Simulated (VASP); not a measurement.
LuInPd, 9 atoms in the cell. It takes space group P-62m (No. 189, hexagonal). Conventional cell: a = 7.574 Å, b = 7.574 Å, c = 3.531 Å, α = 90.00°, β = 90.00°, γ = 120.00°. Lu (site symmetry m2m) has 5 Pd at 2.91 to 3.03 Å and 6 In at 3.07 to 3.21 Å and 2 Lu at 3.53 Å within 3.8 Å. In (site symmetry m2m) has 4 Pd at 2.69 to 2.80 Å and 6 Lu at 3.07 to 3.21 Å and 4 In at 3.52 to 3.53 Å within 3.6 Å. Within 3.7 Å of Pd (site symmetry -6) lie 3 In at 2.80 Å and 6 Lu at 2.91 Å and 2 Pd at 3.53 Å. Pd (site symmetry -62m) has 6 In at 2.69 Å and 3 Lu at 3.03 Å and 2 Pd at 3.53 Å within 3.6 Å. 

```yaml
Program: VASP 6.6.1
Task: single point
Functional: PBEsol
Dispersion: D3(BJ)
Potentials_or_basis: VASP PAW PBE potentials, release 64 (Lu, In_d, Pd)
Cutoff: 520 eV
k_mesh: 4 × 4 × 7
Occupations: methfessel-paxton, width 0.1 eV
Spin: no spin polarisation
Dipole_correction: no
Further_INCAR_settings: ALGO = Normal; EDIFF = 1e-06; NBANDS = 82
```

Potentials or basis: VASP PAW PBE potentials, release 64 (Lu, In_d, Pd).

Command:

```console
$ cat potpaw_PBE.64/Lu/POTCAR potpaw_PBE.64/In_d/POTCAR potpaw_PBE.64/Pd/POTCAR > POTCAR
$ mpirun -np 1 vasp_std > vasp.out
```

Hardware: 1 thread of AMD EPYC 7R13 (shared host).

Problem. How long does it take, and how much memory?

Solution. Wall time 12 min on 1 thread of AMD EPYC 7R13, with other jobs on the host, peak memory 0.38 GiB. Counts: scf iterations 15, k points 16.
